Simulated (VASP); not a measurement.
Runs of VASP 6.6.1 on CdS. The structure is that of space group F-43m (No. 216), or close to it. The cells are those of the table. 

```tsv
task	level	cell	k mesh	cutoff (eV)	smearing	gap on the mesh (eV)	pressure (GPa)
dielectric tensor	PBE	a = 4.157 Å, angles 60.0°, 2 atoms	6 × 6 × 6	520	gaussian 0.01 eV	1.10	-
single point	r2SCAN	a = 4.157 Å, angles 60.0°, 2 atoms	6 × 6 × 6	520	fermi-dirac 0.02 eV	1.54	0.3
single point	PBE	a = 4.190 Å, angles 60.0°, 2 atoms	8 × 8 × 8	520	fermi-dirac 0.02 eV	1.04	0.3
relaxation of cell and atoms	PBEsol	relaxed from a = 4.190 Å, angles 60.0°, 2 atoms	6 × 6 × 6	600	fermi-dirac 0.02 eV	(b)	0.0
single point	PBE	a = 4.157 Å, angles 60.0°, 2 atoms	4 × 4 × 4	520	gaussian 0.01 eV	(a)	1.9
```

Alike in all rows: potentials or basis VASP PAW PBE potentials, release 64 (Cd, S); no spin polarisation.

Estimate the missing entries.

(a) 1.09; (b) 1.00.

Caveats: some runs use coarse meshes; the PAW data sets were made with another functional, which shifts forces and pressure a little (some runs).

A k mesh can miss the band edges, and the runs leave out spin-orbit coupling on Cd.
